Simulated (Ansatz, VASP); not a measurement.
# SnO2 in VASP and in Ansatz

INCAR

```
ALGO = Normal
EDIFF = 1E-6
EDIFFG = -0.005
ENCUT = 600
GGA = PE
IBRION = 2
ISIF = 3
ISMEAR = 0
LASPH = T
LCHARG = F
LREAL = F
LWAVE = F
NELM = 100
NSW = 100
PREC = Accurate
SIGMA = 0.02
```

KPOINTS

```
k-points
0
Gamma
  6 6 8
```

File POSCAR:

```
SnO2
1.0
    4.7880040000      0.0000000000      0.0000000000
    0.0000000000      4.8665820000      0.0000000000
    0.0000000000      0.0000000000      3.2408980000
Sn O
2 4
Direct
    0.5000000000      0.5000000000      0.5000000000
    0.0000000000      0.0000000000      0.0000000000
    0.2918550000      0.3210420000      0.0000000000
    0.7918550000      0.1789580000      0.5000000000
    0.2081450000      0.8210420000      0.5000000000
    0.7081450000      0.6789580000      0.0000000000
```

Input for Ansatz:

```yaml
crystal:
  lattice:
    - [4.788004, 0.0, 0.0]
    - [0.0, 4.866582, 0.0]
    - [0.0, 0.0, 3.240898]
  atoms:
    - { symbol: Sn, position: [0.5, 0.5, 0.5] }
    - { symbol: Sn, position: [0.0, 0.0, 0.0] }
    - { symbol: O, position: [0.291855, 0.321042, 0.0] }
    - { symbol: O, position: [0.791855, 0.178958, 0.5] }
    - { symbol: O, position: [0.208145, 0.821042, 0.5] }
    - { symbol: O, position: [0.708145, 0.678958, 0.0] }
basis:
  ecutwfc: 420
kpoints:
  mp_grid: { grid: [6, 6, 8] }
hamiltonian:
  xc: pbe
scf:
  occupations: { method: gaussian, width: 0.02 }
output:
  forces: true
  stress: true
  eigenvalues: true
relax:
  adjacent_minimum: "off"
  f_tol: 0.005
  max_steps: 80
  cell: { stress_tol: 0.05 }
```

Alike in both runs: task relaxation of cell and atoms; functional PBE; k mesh 6 × 6 × 8; occupations gaussian, width 0.02 eV; no spin polarisation.

```csv
,VASP,Ansatz
version,VASP 6.6.1,Ansatz 0.2.0
potentials or method,"VASP PAW PBE potentials, release 64 (Sn_d, O), cutoff 600 eV","scalar-relativistic, plane waves, PAW"
valence electrons in the cell,52,52
```

Ansatz gave:

```
gap on the k mesh at the Fermi level, each at its own relaxed structure (eV) : 0.68
relaxed volume (Å³/atom)                                                     : 12.58
relaxed cell length with the largest relative difference (Å)                 : 3.238
```

Q: Which values does VASP return?

A: gap on the k mesh at the Fermi level, each at its own relaxed structure (eV): 0.64; relaxed volume (Å³/atom): 12.60; relaxed cell length with the largest relative difference (Å): 3.242.
